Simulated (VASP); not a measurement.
# AlAs (F-43m) in VASP: a series of runs

AlAs is run at these levels: PBE; tasks: single point.

All numbers are computed with VASP 6.6.1; they aren't measurements. Logs are shortened: lines on timing, memory, paths and dates and some standing lists are left out, and cuts for length are marked.

## (1) The cell of the first run

It takes space group F-43m (No. 216, cubic). Conventional cell: a = 5.508 Å, b = 5.508 Å, c = 5.508 Å, α = 90.00°, β = 90.00°, γ = 90.00°. Al (site symmetry -43m) has 4 As at 2.38 Å within 3.2 Å. As (site symmetry -43m) has 4 Al at 2.38 Å within 3.2 Å.

## (2) Single point, PBE (strain -3.0%)

The input, INCAR:

```
PREC = Accurate
ENCUT = 500
EDIFF = 1E-6
ISMEAR = -1
SIGMA = 0.02
LREAL = False
LASPH = True
NELM = 120
ALGO = Normal
ISIF = 2
LWAVE = False
LCHARG = False
GGA = PE
NBANDS = 11
GGA_COMPAT = False
```

The input, KPOINTS:

```
Automatic mesh
0
Gamma
  8 8 8
```

The input, POSCAR:

```
AlAs
1.0
    0.0000000000      2.7537568985      2.7537568985
    2.7537568985      0.0000000000      2.7537568985
    2.7537568985      2.7537568985      0.0000000000
Al As
1 1
Direct
    0.0000000000      0.0000000000      0.0000000000
    0.2500000000      0.2500000000      0.2500000000
```

Potentials or basis: VASP PAW PBE potentials, release 64 (Al, As).

Run with:

```
$ cat potpaw_PBE.64/Al/POTCAR potpaw_PBE.64/As/POTCAR > POTCAR
$ mpirun -np 1 vasp_std > vasp.out
```

OUTCAR:

```text
PREC = Accurate
   ENCUT = 500
   EDIFF = 1E-6
   ISMEAR = -1
   LREAL = False
   LASPH = True
   NELM = 120
   ISIF = 2
   GGA = PE

 ion  position               nearest neighbor table
   1  0.000  0.000  0.000-   2 2.38   2 2.38   2 2.38   2 2.38
   2  0.250  0.250  0.250-   1 2.38   1 2.38   1 2.38   1 2.38

  LATTYP: Found a face centered cubic cell.
 ALAT       =     5.5075137970

  Lattice vectors:

 A1 = (   0.0000000000,   2.7537568985,   2.7537568985)
 A2 = (   2.7537568985,   0.0000000000,   2.7537568985)
 A3 = (   2.7537568985,   2.7537568985,   0.0000000000)

Analysis of symmetry for initial positions (statically):
=====================================================================
 Subroutine PRICEL returns:
 Original cell was already a primitive cell.

 Routine SETGRP: Setting up the symmetry group for a
 face centered cubic supercell.

 Subroutine GETGRP returns: Found 24 space group operations
 (whereof 24 operations were pure point group operations)
 out of a pool of 48 trial point group operations.

The static configuration has the point symmetry T_d .

Analysis of symmetry for dynamics (positions and initial velocities):
=====================================================================
 Subroutine PRICEL returns:
 Original cell was already a primitive cell.

 Routine SETGRP: Setting up the symmetry group for a
 face centered cubic supercell.

 Subroutine GETGRP returns: Found 24 space group operations
 (whereof 24 operations were pure point group operations)
 out of a pool of 48 trial point group operations.

The dynamic configuration has the point symmetry T_d .

 Subroutine INISYM returns: Found 24 space group operations
 (whereof 24 operations are pure point group operations),
 and found     1 'primitive' translations

----------------------------------------------------------------------------------------

                                     Primitive cell

  volume of cell :      41.7645

  direct lattice vectors                    reciprocal lattice vectors
     0.000000000  2.753756898  2.753756898    -0.181570131  0.181570131  0.181570131
     2.753756898  0.000000000  2.753756898     0.181570131 -0.181570131  0.181570131
     2.753756898  2.753756898  0.000000000     0.181570131  0.181570131 -0.181570131

  length of vectors
     3.894400353  3.894400353  3.894400353     0.314488692  0.314488692  0.314488692

  position of ions in fractional coordinates (direct lattice)
     0.000000000  0.000000000  0.000000000
     0.250000000  0.250000000  0.250000000

  ion indices of the primitive-cell ions
   primitive index   ion index
                 1           1
                 2           2

----------------------------------------------------------------------------------------

 KPOINTS: Automatic mesh

Automatic generation of k-mesh.
 Grid dimensions read from file:
 generate k-points for:    8    8    8

 Generating k-lattice:

  Cartesian coordinates                     Fractional coordinates (reciprocal lattice)
    -0.022696266  0.022696266  0.022696266     0.125000000  0.000000000  0.000000000
     0.022696266 -0.022696266  0.022696266     0.000000000  0.125000000  0.000000000
     0.022696266  0.022696266 -0.022696266     0.000000000  0.000000000  0.125000000

  Length of vectors
     0.039311086  0.039311086  0.039311086

  Shift w.r.t. Gamma in fractional coordinates (k-lattice)
     0.000000000  0.000000000  0.000000000

 Subroutine IBZKPT returns following result:
 ===========================================

 Found     29 irreducible k-points:

 Following reciprocal coordinates:
            Coordinates               Weight
  0.000000  0.000000  0.000000      1.000000
  0.125000  0.000000  0.000000      8.000000
  0.250000  0.000000  0.000000      8.000000
  0.375000  0.000000  0.000000      8.000000
  0.500000  0.000000  0.000000      4.000000
  0.125000  0.125000  0.000000      6.000000
[... 16 lines left out ...]
  0.500000  0.250000  0.125000     48.000000
 -0.375000  0.250000  0.125000     24.000000
 [... further k-points ...]
   k-points           NKPTS =     29   k-points in BZ     NKDIM =     29   number of bands    NBANDS=     11
   number of dos      NEDOS =    301   number of ions     NIONS =      2
   total plane-waves  NPLWV =  21952
   dimension x,y,z NGX =    28 NGY =   28 NGZ =   28
   dimension x,y,z NGXF=    56 NGYF=   56 NGZF=   56
   ions per type =               1   1
   NGX,Y,Z   is equivalent  to a cutoff of  11.95, 11.95, 11.95 a.u.
   NGXF,Y,Z  is equivalent  to a cutoff of  23.91, 23.91, 23.91 a.u.
 SYSTEM =  unknown system
   PREC   = accura    normal or accurate (medium, high low for compatibility)
   ISTART =      0    job   : 0-new  1-cont  2-samecut
   ICHARG =      2    charge: 1-file 2-atom 10-const
   ISPIN  =      1    spin polarized calculation?
   LNONCOLLINEAR =      F non collinear calculations
   LSORBIT =      F    spin-orbit coupling
   LASPH  =      T    aspherical Exc in radial PAW
   ENCUT  =  500.0 eV  36.75 Ry    6.06 a.u.   7.10  7.10  7.10*2*pi/ulx,y,z
   NELM   =    120;   NELMIN=  2; NELMDL= -5     # of ELM steps
   EDIFF  = 0.1E-05   stopping-criterion for ELM
   LREAL  =      F    real-space projection
   EDIFFG = 0.1E-04   stopping-criterion for IOM
   NSW    =      0    number of steps for IOM
   IBRION =     -1    ionic relax: 0-MD 1-quasi-New 2-CG
   NFREE  =      0    steps in history (QN), initial steepest desc. (CG)
   ISIF   =      2    stress and relaxation
   ISYM   =      2    0-nonsym 1-usesym 2-fastsym
   POTIM  = 0.5000    time-step for ionic-motion
   TEBEG  =    0.0;   TEEND  =   0.0 temperature during run
   PSTRESS=    0.0 pullay stress
   NELECT =       8.0000    total number of electrons
   NUPDOWN=      -1.0000    fix difference up-down
   EMIN   =  10.00;   EMAX   =-10.00  energy-range for DOS
   EFERMI =   0.00;   METHOD = LEGACY
   ISMEAR =    -1;   SIGMA  =   0.02  broadening in eV -4-tet -1-fermi 0-gaus
   EFERMI_NEDOS =   21; number of points for ismear=-14 and -15
   IALGO  =     38    algorithm
   IMIX   =      4    mixing-type and parameters
     AMIX     =   0.40;   BMIX     =  1.00
     AMIX_MAG =   1.60;   BMIX_MAG =  1.00
  volume/ion in A,a.u.               =      20.88       140.92
  Fermi-wavevector in a.u.,A,eV,Ry     =   0.943704  1.783342 12.117045  0.890578
  Thomas-Fermi vector in A             =   2.071438
   LORBIT       =      0    0 simple, 1 ext, 2 COOP (PROOUT), +10 PAW based schemes
   GGA     = PE    functional components
   LHFCALC =     F    Hartree Fock is set to
   AEXX    =    0.0000 exact exchange contribution
   IVDW    =     0    specifies the selected vdW correction
   LEPSILON=     F    determine dielectric tensor
   LRPA    =     F    only Hartree local field effects (RPA)
 non-spin polarized calculation
  energy-cutoff  :      500.00
  volume of cell :       41.76
 maximum number of plane-waves:      1069
   NGX = 15   NGY = 15   NGZ = 15

 number of electron       8.0000001 magnetization

 Free energy of the ion-electron system (eV)
  ---------------------------------------------------
  ext. energy  EPLUGINS =         0.00000000
  ---------------------------------------------------
  free energy    TOTEN  =        -9.23097080 eV

  energy without entropy =       -9.23097080  energy(sigma->0) =       -9.23097080

 E-fermi :   4.9999     XC(G=0):  -9.3664

 val. band max:        4.6185521877   @ k =   0.0000   0.0000   0.0000
 cond. band min:       5.8971069833   @ k =   0.5000   0.5000   0.0000
 fundamental gap:      1.2785547956
 Fermi energy:         4.9998820319

 k-point     1 :       0.0000    0.0000    0.0000
  band No.  band energies     occupation
      1      -7.7319      2.00000
      2       4.6186      2.00000
      3       4.6186      2.00000
      4       4.6186      2.00000
      5       7.3517      0.00000
      6       9.0476      0.00000
      7       9.0476      0.00000
      8       9.0476      0.00000
      9      13.7909      0.00000
     10      13.7909      0.00000
     11      13.9519      0.00000

 k-point     2 :       0.1250    0.0000    0.0000
  band No.  band energies     occupation
      1      -7.5621      2.00000
      2       3.1755      2.00000
      3       4.4438      2.00000
      4       4.4438      2.00000
      5       7.9293      0.00000
      6       9.3522      0.00000
      7       9.3522      0.00000
      8       9.6219      0.00000
      9      13.1380      0.00000
     10      13.1380      0.00000
     11      14.6496      0.00000

 k-point     3 :       0.2500    0.0000    0.0000
  band No.  band energies     occupation
      1      -7.0868      2.00000
      2       1.0742      2.00000
      3       4.1023      2.00000
      4       4.1023      2.00000
      5       7.5884      0.00000
      6       9.6813      0.00000
      7       9.6813      0.00000
      8      11.5870      0.00000
      9      13.0559      0.00000
     10      13.0559      0.00000
     11      14.2789      0.00000

 k-point     4 :       0.3750    0.0000    0.0000
  band No.  band energies     occupation
      1      -6.4583      2.00000
      2      -0.6243      2.00000
      3       3.8321      2.00000
      4       3.8321      2.00000
      5       7.2137      0.00000
      6       9.4949      0.00000
      7       9.4949      0.00000
      8      12.5805      0.00000
      9      14.4910      0.00000
     10      14.4910      0.00000
     11      14.9590      0.00000

 k-point     5 :       0.5000    0.0000    0.0000
  band No.  band energies     occupation
      1      -6.1113      2.00000
      2      -1.3383      2.00000
      3       3.7343      2.00000
      4       3.7343      2.00000
      5       7.0785      0.00000
      6       9.3508      0.00000
      7       9.3508      0.00000
      8      12.5108      0.00000
      9      16.5216      0.00000
     10      16.5462      0.00000
     11      16.5462      0.00000
[... 211 lines left out ...]
 k-point    21 :       0.5000    0.5000    0.0000
  band No.  band energies     occupation
      1      -5.4772      2.00000
      2      -1.1146      2.00000
      3       2.2538      2.00000
      4       2.2538      2.00000
      5       5.8971      0.00000
      6       6.9059      0.00000
      7      15.5945      0.00000
      8      15.5945      0.00000
      9      17.3378      0.00000
     10      17.6732      0.00000
     11      17.6732      0.00000

 k-point    22 :       0.3750    0.2500    0.1250
  band No.  band energies     occupation
      1      -6.6863      2.00000
      2       0.7206      2.00000
      3       2.4812      2.00000
      4       3.5629      2.00000
      5       8.2983      0.00000
      6       9.2879      0.00000
      7       9.9994      0.00000
      8      11.4645      0.00000
      9      13.1456      0.00000
     10      15.4846      0.00000
     11      17.2741      0.00000

 k-point    23 :       0.5000    0.2500    0.1250
  band No.  band energies     occupation
      1      -6.1150      2.00000
      2      -0.4131      2.00000
      3       1.8648      2.00000
      4       3.1363      2.00000
      5       8.4273      0.00000
      6       9.2701      0.00000
      7      10.6515      0.00000
      8      11.7692      0.00000
      9      14.3959      0.00000
     10      15.6069      0.00000
     11      17.2404      0.00000

 k-point    24 :      -0.3750    0.2500    0.1250
  band No.  band energies     occupation
      1      -5.8105      2.00000
      2      -0.9671      2.00000
      3       1.7161      2.00000
      4       2.9306      2.00000
      5       8.4425      0.00000
      6       8.9786      0.00000
      7      11.6287      0.00000
      8      12.5939      0.00000
      9      13.3334      0.00000
     10      15.9749      0.00000
     11      17.4570      0.00000

 [... further k-points ...]

------------------------ aborting loop because EDIFF is reached ----------------------------------------

  FORCE on cell =-STRESS in cart. coord.  units (eV):
  Direction    XX          YY          ZZ          XY          YZ          ZX
  --------------------------------------------------------------------------------------
  -------------------------------------------------------------------------------------
  Total        2.7292337      2.7292337      2.7292337      0.0000000      0.0000000      0.0000000
  in kB      104.6994767    104.6994767    104.6994767      0.0000000      0.0000000      0.0000000
  external PRESSURE =     104.6994767 kB  Pullay stress =       0.0000000 kB

 VOLUME and BASIS-vectors are now :
 -----------------------------------------------------------------------------
  energy-cutoff  :      500.00
  volume of cell :       41.76
      direct lattice vectors                 reciprocal lattice vectors
     0.000000000  2.753756898  2.753756898    -0.181570131  0.181570131  0.181570131
     2.753756898  0.000000000  2.753756898     0.181570131 -0.181570131  0.181570131
     2.753756898  2.753756898  0.000000000     0.181570131  0.181570131 -0.181570131

 POSITION                                       TOTAL-FORCE (eV/Angst)
 -----------------------------------------------------------------------------------
      0.00000      0.00000      0.00000        -0.000000     -0.000000     -0.000000
      1.37688      1.37688      1.37688         0.000000      0.000000      0.000000
 -----------------------------------------------------------------------------------
    total drift:                                0.000000      0.000000      0.000000

  FREE ENERGIE OF THE ION-ELECTRON SYSTEM (eV)
  ---------------------------------------------------
  free  energy   TOTEN  =        -9.2309707951 eV

  energy  without entropy=       -9.2309707951  energy(sigma->0) =       -9.23097080
```

Run time: 5 s. Hardware: 1 thread of Intel Xeon 6975P-C (Granite Rapids), shared host; peak memory 0.15 GiB.

What came out:

```
Free energy            : -9.2310 eV
Pressure               : 10.5 GPa
Band gap on the k mesh : 1.28 eV, indirect (least direct gap 2.73 eV)
```

Caveat: the cell differs from its parent crystal (strain -3.0%).

## (3) Single point, PBE (strain -2.0%)

INCAR is that of step 2.

KPOINTS is that of step 2.

The input, POSCAR:

```
AlAs
1.0
    0.0000000000      2.7821461449      2.7821461449
    2.7821461449      0.0000000000      2.7821461449
    2.7821461449      2.7821461449      0.0000000000
Al As
1 1
Direct
    0.0000000000      0.0000000000      0.0000000000
    0.2500000000      0.2500000000      0.2500000000
```

Potentials or basis: VASP PAW PBE potentials, release 64 (Al, As).

Run with:

```
$ cat potpaw_PBE.64/Al/POTCAR potpaw_PBE.64/As/POTCAR > POTCAR
$ mpirun -np 1 vasp_std > vasp.out
```

It took 6.1 s on 1 thread of Intel Xeon 6975P-C (Granite Rapids), shared host; peak memory 0.16 GiB.

It converged, with:

```
Free energy            : -9.3031 eV
Pressure               : 7.3 GPa
Band gap on the k mesh : 1.34 eV, indirect (least direct gap 2.48 eV)
```

Levels at points of the mesh, in eV from the valence-band top:
| k point | band 1 | band 2 | band 3 | band 4 | band 5 | band 6 | band 7 | band 8 |
| --- | --- | --- | --- | --- | --- | --- | --- | --- |
| (0.00, 0.00, 0.00) | -12.16 | 0.00 | 0.00 | 0.00 | 2.48 | 4.38 | 4.38 | 4.38 |
| (0.50, 0.00, 0.00) | -10.62 | -5.81 | -0.86 | -0.86 | 2.34 | 4.71 | 4.71 | 7.84 |
| (0.50, 0.50, 0.00) | -10.02 | -5.62 | -2.29 | -2.29 | 1.34 | 2.29 | 10.74 | 10.74 |

Caveat: the cell differs from its parent crystal (strain -2.0%). A k mesh can miss the band edges.

## (4) Single point, PBE

This run uses another cell than the first one, of 22.88 Å³/atom, 1.096 times its volume.

The input, INCAR:

```
ALGO = Normal
EDIFF = 1E-6
ENCUT = 500
GGA = PE
GGA_COMPAT = False
ISIF = 2
ISMEAR = -1
LASPH = True
LCHARG = False
LREAL = False
LWAVE = False
NBANDS = 11
NELM = 120
PREC = Accurate
SIGMA = 0.02
```

The input, KPOINTS:

```
k-points
0
Gamma
  8 8 8
```

The input, POSCAR:

```
AlAs
1.0
    0.0000000000      2.8389246377      2.8389246377
    2.8389246377      0.0000000000      2.8389246377
    2.8389246377      2.8389246377      0.0000000000
Al As
1 1
Direct
    0.0000000000      0.0000000000      0.0000000000
    0.2500000000      0.2500000000      0.2500000000
```

Run with:

```
$ cat potpaw_PBE.64/Al/POTCAR potpaw_PBE.64/As/POTCAR > POTCAR
$ mpirun -np 1 vasp_std > vasp.out
```

Wall time 6.2 s (1 thread of Intel Xeon 6975P-C (Granite Rapids), shared host); peak memory 0.17 GiB.

The run converged. Its results:

- Free energy: -9.3796 eV
- Pressure: 2.1 GPa
- Band gap on the k mesh: 1.45 eV, indirect (least direct gap 1.99 eV)

Levels at points of the mesh, in eV from the valence-band top:
```csv
k point,band 1,band 2,band 3,band 4,band 5,band 6,band 7,band 8,band 9
"(0.00, 0.00, 0.00)",-11.81,0.00,0.00,0.00,1.99,4.27,4.27,4.27,8.82
"(0.50, 0.00, 0.00)",-10.41,-5.53,-0.82,-0.82,2.11,4.67,4.67,7.73,11.12
"(0.50, 0.50, 0.00)",-9.87,-5.40,-2.15,-2.15,1.45,2.29,10.27,10.27,11.68
```

A k mesh can miss the band edges. Expect the measured gap to be larger: semilocal functionals such as PBE lack the derivative discontinuity.

## (5) The runs side by side

```csv
cell,gap on the mesh (eV),pressure (GPa)
"a = 3.894 Å, angles 60.0°, 2 atoms",1.28,10.5
"a = 3.935 Å, angles 60.0°, 2 atoms",1.34,7.3
"a = 4.015 Å, angles 60.0°, 2 atoms",1.45,2.1
```

Alike in all rows: task single point; level PBE; potentials or basis VASP PAW PBE potentials, release 64 (Al, As); no spin polarisation; k mesh 8 × 8 × 8; cutoff (eV) 500; smearing fermi-dirac 0.02 eV.

Total energies depend on the potentials used, so only differences within one code and one set of settings carry meaning.
